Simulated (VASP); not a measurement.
Set up this calculation in VASP 6.6.1, as the native input.

```
Task                   : single point
Functional             : PBE
Potentials or basis    : VASP PAW PBE potentials, release 64 (Si, Sn_d, Se)
Cutoff                 : 520 eV
k mesh                 : 4 × 4 × 4
Occupations            : gaussian, width 0.1 eV
Spin                   : no spin polarisation
Dipole correction      : no
Further INCAR settings : ALGO = Normal; EDIFF = 1e-06; NBANDS = 25
```

The structure of Si2SnSe2 lies in POSCAR:

```
Si2SnSe2
1.0
    3.9921203200      0.0000000000      0.0000000000
    0.0000000000      3.9921203200      0.0000000000
    0.0000000000      0.0000000000      5.0286373500
Si Sn Se
2 1 2
Direct
    0.5000000000      0.0000000000      0.3415092700
    0.0000000000      0.5000000000      0.3415092700
    0.5000000000      0.5000000000      0.0211888100
    0.5000000000      0.0000000000      0.7858984000
    0.0000000000      0.5000000000      0.7858984000
```

The cell was built from a structure type or drawn by symmetry, and may not be a known phase.

The input as run:

INCAR

```
SYSTEM = Si2SnSe2
PREC = Accurate
ENCUT = 520
EDIFF = 1E-6
ISMEAR = 0
SIGMA = 0.1
LREAL = .False.
LASPH = .True.
NELM = 100
ALGO = Normal
ISIF = 2
LWAVE = .False.
LCHARG = .False.
GGA = PE
NBANDS = 25
```

KPOINTS

```
Automatic mesh
0
Gamma
  4 4 4
  0 0 0
```

Potentials or basis: VASP PAW PBE potentials, release 64 (Si, Sn_d, Se).

The run is started by

```bash
$ cat potpaw_PBE.64/Si/POTCAR potpaw_PBE.64/Sn_d/POTCAR potpaw_PBE.64/Se/POTCAR > POTCAR
$ mpirun -np 1 vasp_std > vasp.out
```

It gave:

- Pressure: 64.7 GPa
- Largest force: 6.802 eV/Å
- Band gap on the k mesh: zero (bands 17 and 18 overlap by 1.68 eV)

Caveat: the k points lie up to 0.39 Å⁻¹ apart, too coarse for converged energies and pressures of a metal; spin-orbit coupling is left out, which moves the levels of the heavy elements; forces of over 1 eV/Å act on the atoms, so gaps and moduli don't describe the material at rest.

Run time: 31 s on 1 thread of Intel(R) Xeon(R) Platinum 8488C (Sapphire Rapids), on a shared host, peak memory 0.19 GiB.
